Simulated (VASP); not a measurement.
# Nb32H (a cell with a defect) in VASP: further runs

Runs on Nb32H (a cell with a defect). Level: PBE. Tasks: single point.

Everything below comes from runs of VASP 6.6.1. Logs are shortened: lines on timing, memory, paths and dates and some standing lists are left out, and cuts for length are marked.

### 1 The cell of the first run

The cell holds a defect, 33 atoms: a = 9.358 Å, b = 9.358 Å, c = 9.358 Å, α = 60.00°, β = 60.00°, γ = 60.00°.

### 2 Single point, PBE

INCAR reads:

```
SYSTEM = Nb32H
PREC     = Accurate       ! precision mode
ENCUT    = 520            ! plane-wave cutoff, eV
EDIFF    = 1E-6           ! SCF threshold, eV
ISMEAR   = 1              ! smearing method
SIGMA    = 0.1            ! smearing width, eV
LREAL    = Auto         
LASPH    = .True.         ! aspherical terms in the spheres
NELM     = 80             ! most SCF steps
ALGO     = Normal         ! electronic algorithm
ISIF     = 2              ! what is computed and relaxed
LWAVE    = .False.        ! write WAVECAR
LCHARG   = .False.        ! write CHGCAR
GGA      = PE             ! functional
NBANDS   = 230            ! bands
```

KPOINTS reads:

```
regular mesh
0
Gamma
  1 1 1
  0 0 0
```

POSCAR reads:

```
Nb32H
1.0
    0.0000000000      6.6171497900      6.6171497900
    6.6171497900      0.0000000000      6.6171497900
    6.6171497900      6.6171497900      0.0000000000
Nb H
32 1
Direct
   -0.0006184438     -0.0015146621     -0.0010656868
    0.1243819669      0.1276904823      0.1261384640
    0.2511740548      0.2483811288      0.2503005428
    0.3750084898      0.3753662673      0.3712432133
    0.0013651559      0.0000204876      0.4966386604
    0.1242245853      0.1276377278      0.6261843542
    0.2508683630      0.2416679392      0.7556390281
    0.3749035215      0.3751458376      0.8788311247
    0.0004320677      0.4987273175     -0.0009978917
    0.1237961953      0.6256128252      0.1289956708
    0.2524010332      0.7518643621      0.2436437188
    0.3755953538      0.8774831767      0.3753367046
   -0.0006528754      0.4971786658      0.4987505681
    0.1180766789      0.6332813088      0.6306291553
    0.2519902554      0.7492511652      0.7488165025
    0.3751876751      0.8763478937      0.8759982539
    0.5034554246     -0.0015768655     -0.0009974632
    0.6248616490      0.1252663667      0.1248940527
    0.7516783834      0.2476368612      0.2488898614
    0.8744123513      0.3755091105      0.3764914529
    0.5023936098     -0.0008243931      0.4976173486
    0.6240994100      0.1261569799      0.6251677094
    0.7516866815      0.2469887280      0.7507112905
    0.8722443282      0.3742506425      0.8784963210
    0.5016357738      0.4993606681     -0.0007629914
    0.6220014498      0.6257663480      0.1286871491
    0.7515837382      0.7510806305      0.2461683347
    0.8714103101      0.8781821366      0.3755879761
    0.5096153529      0.4986662597      0.4985870831
    0.6231108237      0.6261532700      0.6277353502
    0.7511857200      0.7482005647      0.7483329839
    0.8735174958      0.8774582948      0.8770072125
    0.3101299576      0.4407669263      0.5633411169
```

Potentials or basis: VASP PAW PBE potentials, release 64 (Nb_sv, H).

Started as:

```bash
$ cat potpaw_PBE.64/Nb_sv/POTCAR potpaw_PBE.64/H/POTCAR > POTCAR
$ mpirun -np 1 vasp_gam > vasp.out
```

OUTCAR:

```text
SYSTEM = Nb32H
   PREC = Accurate
   ENCUT = 520
   EDIFF = 1E-6
   ISMEAR = 1
   LREAL = Auto
   LASPH = .True.
   NELM = 80
   ISIF = 2
   GGA = PE

 ion  position               nearest neighbor table
   1  0.999  0.998  0.999-  32 2.82   6 2.85  10 2.85  18 2.86  24 2.87  16 2.87  28 2.88   2 2.91

   2  0.124  0.128  0.126-   5 2.83   7 2.83   9 2.84   3 2.84  19 2.85  11 2.87  17 2.90   1 2.91

   3  0.251  0.248  0.250-  12 2.83   8 2.84   2 2.84   4 2.84  18 2.86   6 2.87  20 2.88  10 2.88

   4  0.375  0.375  0.371-  33 1.90   3 2.84  25 2.84  13 2.87  21 2.87  11 2.88  19 2.88   7 2.94
                            29 2.94
   5  0.001  0.000  0.497-  14 2.80   2 2.83  28 2.85  12 2.86  20 2.87  22 2.88   6 2.90  32 2.91

   6  0.124  0.128  0.626-  13 2.82   7 2.83  23 2.85   1 2.85   3 2.87  21 2.89  15 2.89   5 2.90

   7  0.251  0.242  0.756-  33 1.92  16 2.79   6 2.83   2 2.83  22 2.85  24 2.89   8 2.91   4 2.94
                            14 2.99
   8  0.375  0.375  0.879-  25 2.84   3 2.84  15 2.86   9 2.86  17 2.88  23 2.88  29 2.91   7 2.91

   9  0.000  0.499  0.999-  14 2.82   2 2.84  24 2.85   8 2.86  20 2.88  26 2.89  32 2.89  10 2.91

  10  0.124  0.626  0.129-  11 2.82  13 2.83  27 2.84   1 2.85   3 2.88  25 2.89  15 2.90   9 2.91

  11  0.252  0.752  0.244-  16 2.81  10 2.82  26 2.82   2 2.87   4 2.88  12 2.91  28 2.91  14 2.96

  12  0.376  0.877  0.375-  21 2.83   3 2.83  15 2.85   5 2.86  27 2.87  17 2.88  29 2.90  11 2.91

  13  0.999  0.497  0.499-  20 2.82   6 2.82  10 2.83   4 2.87  30 2.88  24 2.90  28 2.91  14 2.96

  14  0.118  0.633  0.631-  33 1.91   5 2.80  31 2.81  15 2.81   9 2.82  13 2.96  11 2.96  29 2.99
                             7 2.99
  15  0.252  0.749  0.749-  14 2.81  30 2.84  12 2.85   8 2.86  16 2.88   6 2.89  32 2.89  10 2.90

  16  0.375  0.876  0.876-   7 2.79  11 2.81  17 2.85   1 2.87  31 2.87  25 2.88  15 2.88  21 2.89

  17  0.503  0.998  0.999-  32 2.83  26 2.85  16 2.85  22 2.86  18 2.86  12 2.88   8 2.88   2 2.90

  18  0.625  0.125  0.125-  21 2.85  19 2.85   3 2.86  25 2.86  17 2.86  23 2.86  27 2.86   1 2.86

  19  0.752  0.248  0.249-  28 2.82  24 2.83   2 2.85  18 2.85  22 2.88   4 2.88  26 2.89  20 2.89

  20  0.874  0.376  0.376-  29 2.79  13 2.82  23 2.86   5 2.87  27 2.87   3 2.88   9 2.88  19 2.89

  21  0.502  0.999  0.498-  28 2.82  12 2.83  18 2.85  30 2.85   4 2.87  22 2.87   6 2.89  16 2.89

  22  0.624  0.126  0.625-  29 2.85   7 2.85  17 2.86  23 2.86  21 2.87  19 2.88   5 2.88  31 2.89

  23  0.752  0.247  0.751-  32 2.82   6 2.85  22 2.86  18 2.86  20 2.86  24 2.87   8 2.88  30 2.90

  24  0.872  0.374  0.878-  19 2.83  25 2.83   9 2.85  31 2.86  23 2.87   1 2.87   7 2.89  13 2.90

  25  0.502  0.499  0.999-  24 2.83   8 2.84  30 2.84   4 2.84  18 2.86  26 2.87  16 2.88  10 2.89

  26  0.622  0.626  0.129-  11 2.82  29 2.83  27 2.85  17 2.85  25 2.87  19 2.89   9 2.89  31 2.91

  27  0.752  0.751  0.246-  32 2.82  10 2.84  26 2.85  18 2.86  20 2.87  12 2.87  28 2.88  30 2.92

  28  0.871  0.878  0.376-  21 2.82  19 2.82  31 2.85   5 2.85  27 2.88   1 2.88  13 2.91  11 2.91

  29  0.510  0.499  0.499-  33 1.92  20 2.79  26 2.83  30 2.83  22 2.85  12 2.90   8 2.91   4 2.94
                            14 2.99
  30  0.623  0.626  0.628-  29 2.83  31 2.83  15 2.84  25 2.84  21 2.85  13 2.88  23 2.90  27 2.92

  31  0.751  0.748  0.748-  14 2.81  30 2.83  28 2.85  24 2.86  16 2.87  22 2.89  32 2.91  26 2.91

  32  0.874  0.877  0.877-   1 2.82  27 2.82  23 2.82  17 2.83  15 2.89   9 2.89  31 2.91   5 2.91

  33  0.310  0.441  0.563-   4 1.90  14 1.91  29 1.92   7 1.92

  LATTYP: Found a face centered cubic cell.
 ALAT       =    13.2342995800

  Lattice vectors:

 A1 = (   0.0000000000,   6.6171497900,   6.6171497900)
 A2 = (   6.6171497900,   0.0000000000,   6.6171497900)
 A3 = (   6.6171497900,   6.6171497900,   0.0000000000)

Analysis of symmetry for initial positions (statically):
=====================================================================
 Subroutine PRICEL returns:
 Original cell was already a primitive cell.

 Routine SETGRP: Setting up the symmetry group for a
 face centered cubic supercell.

 Subroutine GETGRP returns: Found  1 space group operations
 (whereof  1 operations were pure point group operations)
 out of a pool of 48 trial point group operations.

The static configuration has the point symmetry C_1 .

Analysis of symmetry for dynamics (positions and initial velocities):
=====================================================================
 Subroutine PRICEL returns:
 Original cell was already a primitive cell.

 Routine SETGRP: Setting up the symmetry group for a
 face centered cubic supercell.

 Subroutine GETGRP returns: Found  1 space group operations
 (whereof  1 operations were pure point group operations)
 out of a pool of 48 trial point group operations.

The dynamic configuration has the point symmetry C_1 .

 Subroutine INISYM returns: Found  1 space group operations
 (whereof  1 operations are pure point group operations),
 and found     1 'primitive' translations

----------------------------------------------------------------------------------------

                                     Primitive cell

  volume of cell :     579.4859

  direct lattice vectors                    reciprocal lattice vectors
     0.000000000  6.617149790  6.617149790    -0.075561233  0.075561233  0.075561233
     6.617149790  0.000000000  6.617149790     0.075561233 -0.075561233  0.075561233
     6.617149790  6.617149790  0.000000000     0.075561233  0.075561233 -0.075561233

  length of vectors
     9.358062977  9.358062977  9.358062977     0.130875895  0.130875895  0.130875895

  position of ions in fractional coordinates (direct lattice)
     0.999381556  0.998485338  0.998934313
     0.124381967  0.127690482  0.126138464
     0.251174055  0.248381129  0.250300543
     0.375008490  0.375366267  0.371243213
     0.001365156  0.000020488  0.496638660
     0.124224585  0.127637728  0.626184354
[... 25 lines left out ...]
     0.873517496  0.877458295  0.877007212
     0.310129958  0.440766926  0.563341117

  ion indices of the primitive-cell ions
   primitive index   ion index
                 1           1
                 2           2
                 3           3
                 4           4
                 5           5
                 6           6
[... 25 lines left out ...]
                32          32
                33          33

----------------------------------------------------------------------------------------

 KPOINTS: regular mesh

Automatic generation of k-mesh.
 Grid dimensions read from file:
 generate k-points for:    1    1    1

 Generating k-lattice:

  Cartesian coordinates                     Fractional coordinates (reciprocal lattice)
    -0.075561233  0.075561233  0.075561233     1.000000000  0.000000000  0.000000000
     0.075561233 -0.075561233  0.075561233     0.000000000  1.000000000  0.000000000
     0.075561233  0.075561233 -0.075561233     0.000000000  0.000000000  1.000000000

  Length of vectors
     0.130875895  0.130875895  0.130875895

  Shift w.r.t. Gamma in fractional coordinates (k-lattice)
     0.000000000  0.000000000  0.000000000

 Subroutine IBZKPT returns following result:
 ===========================================

 Found      1 irreducible k-points:

 Following reciprocal coordinates:
            Coordinates               Weight
  0.000000  0.000000  0.000000      1.000000
   k-points           NKPTS =      1   k-points in BZ     NKDIM =      1   number of bands    NBANDS=    230
   number of dos      NEDOS =    301   number of ions     NIONS =     33
   total plane-waves  NPLWV = 343000
   dimension x,y,z NGX =    70 NGY =   70 NGZ =   70
   dimension x,y,z NGXF=   140 NGYF=  140 NGZF=  140
   ions per type =              32   1
   NGX,Y,Z   is equivalent  to a cutoff of  12.44, 12.44, 12.44 a.u.
   NGXF,Y,Z  is equivalent  to a cutoff of  24.87, 24.87, 24.87 a.u.
 SYSTEM =  Nb32H
   PREC   = accura    normal or accurate (medium, high low for compatibility)
   ISTART =      0    job   : 0-new  1-cont  2-samecut
   ICHARG =      2    charge: 1-file 2-atom 10-const
   ISPIN  =      1    spin polarized calculation?
   LNONCOLLINEAR =      F non collinear calculations
   LSORBIT =      F    spin-orbit coupling
   LASPH  =      T    aspherical Exc in radial PAW
   ENCUT  =  520.0 eV  38.22 Ry    6.18 a.u.  17.40 17.40 17.40*2*pi/ulx,y,z
   NELM   =     80;   NELMIN=  2; NELMDL= -5     # of ELM steps
   EDIFF  = 0.1E-05   stopping-criterion for ELM
   LREAL  =      T    real-space projection
   EDIFFG = 0.1E-04   stopping-criterion for IOM
   NSW    =      0    number of steps for IOM
[... 5 lines left out ...]
   TEBEG  =    0.0;   TEEND  =   0.0 temperature during run
   PSTRESS=    0.0 pullay stress
   NELECT =     417.0000    total number of electrons
   NUPDOWN=      -1.0000    fix difference up-down
   EMIN   =  10.00;   EMAX   =-10.00  energy-range for DOS
   EFERMI =   0.00;   METHOD = LEGACY
   ISMEAR =     1;   SIGMA  =   0.10  broadening in eV -4-tet -1-fermi 0-gaus
   EFERMI_NEDOS =   21; number of points for ismear=-14 and -15
   IALGO  =     38    algorithm
   IMIX   =      4    mixing-type and parameters
     AMIX     =   0.40;   BMIX     =  1.00
     AMIX_MAG =   1.60;   BMIX_MAG =  1.00
  volume/ion in A,a.u.               =      17.56       118.50
  Fermi-wavevector in a.u.,A,eV,Ry     =   1.467031  2.772286 29.282176  2.152179
  Thomas-Fermi vector in A             =   2.582697
   LORBIT       =      0    0 simple, 1 ext, 2 COOP (PROOUT), +10 PAW based schemes
   GGA     = PE    functional components
   LHFCALC =     F    Hartree Fock is set to
   AEXX    =    0.0000 exact exchange contribution
   IVDW    =     0    specifies the selected vdW correction
   LEPSILON=     F    determine dielectric tensor
   LRPA    =     F    only Hartree local field effects (RPA)
 non-spin polarized calculation
 Methfessel and Paxton  Order N= 1 SIGMA  =   0.10
  energy-cutoff  :      520.00
  volume of cell :      579.49
 maximum number of plane-waves:      7797
 NGX is ok and might be reduce to    70
   NGX = 35   NGY = 35   NGZ = 35

 number of electron     417.0000001 magnetization

 Free energy of the ion-electron system (eV)
  ---------------------------------------------------
  ext. energy  EPLUGINS =         0.00000000
  ---------------------------------------------------
  free energy    TOTEN  =      -346.21219739 eV

  energy without entropy =     -346.33356425  energy(sigma->0) =     -346.25265301

 E-fermi :  10.1921     XC(G=0): -12.4958

 val. band max:       10.0979408936   @ k =   0.0000   0.0000   0.0000
 cond. band min:      10.2364433902   @ k =   0.0000   0.0000   0.0000
 fundamental gap:      0.1385024966
 Fermi energy:        10.1920533467

 k-point     1 :       0.0000    0.0000    0.0000
  band No.  band energies     occupation
      1     -43.3408      2.00000
      2     -43.2473      2.00000
      3     -43.2176      2.00000
      4     -43.2073      2.00000
      5     -43.1946      2.00000
      6     -43.1673      2.00000
[... 212 lines left out ...]
    219      12.0407     -0.00000
    220      12.0467     -0.00000
 [bands above 220 left out]

------------------------ aborting loop because EDIFF is reached ----------------------------------------

  FORCE on cell =-STRESS in cart. coord.  units (eV):
  Direction    XX          YY          ZZ          XY          YZ          ZX
  --------------------------------------------------------------------------------------
  -------------------------------------------------------------------------------------
  Total      -20.6748118    -16.8568314    -16.4875056     -0.1495109      0.0242847     -0.0007954
  in kB      -57.1622419    -46.6061933    -45.5850719     -0.4133715      0.0671428     -0.0021992
  external PRESSURE =     -49.7845024 kB  Pullay stress =       0.0000000 kB

 VOLUME and BASIS-vectors are now :
 -----------------------------------------------------------------------------
  energy-cutoff  :      520.00
  volume of cell :      579.49
      direct lattice vectors                 reciprocal lattice vectors
     0.000000000  6.617149790  6.617149790    -0.075561233  0.075561233  0.075561233
     6.617149790  0.000000000  6.617149790     0.075561233 -0.075561233  0.075561233
     6.617149790  6.617149790  0.000000000     0.075561233  0.075561233 -0.075561233

 POSITION                                       TOTAL-FORCE (eV/Angst)
 -----------------------------------------------------------------------------------
     13.21723     13.22316     13.22018        -0.003129      0.002338      0.005714
      1.67962      1.65773      1.66800        -0.006202      0.008610      0.002761
      3.29985      3.31833      3.30563        -0.008924     -0.003880     -0.006266
      4.94043      4.93806      4.96534         0.019923      0.012016      0.004252
      3.28647      3.29537      0.00917         0.000193      0.009612     -0.003836
      4.98815      4.96557      1.66661        -0.010050      0.009050     -0.004875
[... 25 lines left out ...]
     11.60956     11.58348     11.58647        -0.017586      0.004491      0.003409
      6.64433      5.77989      4.96880        -0.002907      0.003679      0.000067
 -----------------------------------------------------------------------------------
    total drift:                               -0.005586     -0.000307     -0.001724

  FREE ENERGIE OF THE ION-ELECTRON SYSTEM (eV)
  ---------------------------------------------------
  free  energy   TOTEN  =      -346.2121973891 eV

  energy  without entropy=     -346.3335642504  energy(sigma->0) =     -346.25265301
```

Wall time 14 min (1 thread of Intel Xeon 8259CL, shared host); peak memory 0.71 GiB.

What came out:

- Free energy: -346.2122 eV
- Pressure: -5.0 GPa
- Largest force: 0.025 eV/Å
- Band gap on the k mesh: zero (an odd number of electrons rules out a gap without spin polarisation)

Forces in eV/Å, atoms in the order of the input:
```
Nb  -0.003  0.002  0.006
Nb  -0.006  0.009  0.003
Nb  -0.009 -0.004 -0.006
Nb   0.020  0.012  0.004
Nb   0.000  0.010 -0.004
Nb  -0.010  0.009 -0.005
Nb   0.011 -0.016  0.009
Nb   0.004  0.000  0.002
Nb   0.011 -0.002 -0.001
Nb  -0.016 -0.012  0.015
Nb   0.015  0.004 -0.020
Nb   0.005 -0.002  0.001
Nb   0.022  0.002  0.010
Nb  -0.023  0.003 -0.010
Nb   0.013 -0.005  0.008
Nb  -0.005 -0.001 -0.008
Nb   0.000 -0.006 -0.013
Nb   0.011 -0.005  0.009
Nb  -0.004 -0.015 -0.010
Nb   0.003 -0.001  0.007
Nb   0.000 -0.012 -0.013
Nb   0.008  0.012 -0.001
Nb  -0.007  0.000  0.002
Nb  -0.008 -0.002  0.020
Nb   0.003 -0.005 -0.009
Nb  -0.009  0.004  0.017
Nb  -0.004  0.004 -0.017
Nb  -0.001  0.019  0.011
Nb   0.007 -0.019 -0.013
Nb  -0.005  0.005  0.004
Nb  -0.003  0.002 -0.002
Nb  -0.018  0.004  0.003
H   -0.003  0.004  0.000
```

Caveat: the k points lie up to 0.82 Å⁻¹ apart, too coarse for converged energies and pressures of a metal.

(Continued in part 2 of 2.)

The gap in the log of VASP goes by the Fermi energy; the results here count the filled bands.